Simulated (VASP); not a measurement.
Set up this calculation in VASP 6.6.1, as the native input.

* Task: single point
* Functional: PBE
* Potentials or basis: VASP PAW PBE potentials, release 64 (Ga_d, B, As)
* Cutoff: 520 eV
* k mesh: 3 × 3 × 3
* Occupations: gaussian, width 0.2 eV
* Spin: no spin polarisation
* Dipole correction: no
* Further INCAR settings: ALGO = Normal; EDIFF = 1e-06; NBANDS = 56

The structure of Ga2BAs3 lies in POSCAR:

```
Ga2BAs3
1.0
    3.3109391425     -5.7861419025      0.0319288102
    3.3109391425      5.7861419025      0.0319288102
   -2.1469537566      0.0000000000      6.2071273186
Ga B As
4 2 6
Direct
    0.5875121511      0.4114472032      0.0004903002
    0.2449482055      0.7556829440      0.0003403173
    0.4114472032      0.5875121511      0.5004903002
    0.7556829440      0.2449482055      0.5003403173
    0.9232788729      0.0715446440     -0.0043845807
    0.0715446440      0.9232788729      0.4956154193
    0.5791758972      0.7445495382      0.8933326211
    0.1692172360      0.0359961059      0.8444091615
    0.8883130122      0.3383341899      0.8908121806
    0.0359961059      0.1692172360      0.3444091615
    0.7445495382      0.5791758972      0.3933326211
    0.3383341899      0.8883130122      0.3908121806
```

These files were run (other wordings do the same):

INCAR

```
  PREC = Accurate
  ENCUT = 520
  EDIFF = 1E-6
  ISMEAR = 0
  SIGMA = 0.2
  LREAL = F
  LASPH = T
  NELM = 80
  ALGO = Normal
  ISIF = 2
  LWAVE = F
  LCHARG = F
  GGA = PE
  NBANDS = 56
```

KPOINTS

```
Automatic mesh
0
Gamma
  3 3 3
```

Potentials or basis: VASP PAW PBE potentials, release 64 (Ga_d, B, As).

Command:

```console
$ cat potpaw_PBE.64/Ga_d/POTCAR potpaw_PBE.64/B/POTCAR potpaw_PBE.64/As/POTCAR > POTCAR
$ mpirun -np 1 vasp_std > vasp.out
```

Results of the run:

```
Pressure               : 0.2 GPa
Largest force          : 0.019 eV/Å
Band gap on the k mesh : 0.94 eV
```

It took 4.1 min on 1 thread of Intel(R) Xeon(R) Platinum 8375C CPU @ 2.90GHz (Ice Lake), on a shared host, peak memory 0.4 GiB.
